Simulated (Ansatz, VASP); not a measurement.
## CsPbCl3 in VASP and in Ansatz

```xyz
5
Lattice="6.2917 0.0000 0.0000 0.0000 6.2917 0.0000 0.0000 0.0000 4.4482" Properties=species:S:1:pos:R:3 pbc="T T T"
Cs    0.0000    0.0000    0.0000
Pb    3.1459    3.1459    2.2241
Cl    0.0000    3.1459    2.2241
Cl    3.1459    0.0000    2.2241
Cl    3.1459    3.1459    0.0000
```

Alike in both runs: task single point; functional PBE; k mesh 6 × 6 × 6; occupations gaussian, width 0.05 eV; no spin polarisation.

|  | VASP | Ansatz |
| --- | --- | --- |
| version | VASP 6.6.1 | Ansatz 0.2.0 |
| potentials or method | VASP PAW PBE potentials, release 64 (Cs_sv, Pb_d, Cl), cutoff 520 eV | scalar-relativistic, plane waves, PAW |
| valence electrons in the cell | 44 | 44 |

```tsv
	VASP	Ansatz	Ansatz less VASP
gap on the k mesh at the Fermi level (eV)	none	none	-
pressure (GPa)	9.0	9.1	+0.11
traceless stress, the component that is largest in VASP (GPa)	22.52	22.66	+0.146
```

A gap of «none» marks a metal or a gap that the smearing closes.

Neither program's run includes spin-orbit coupling.
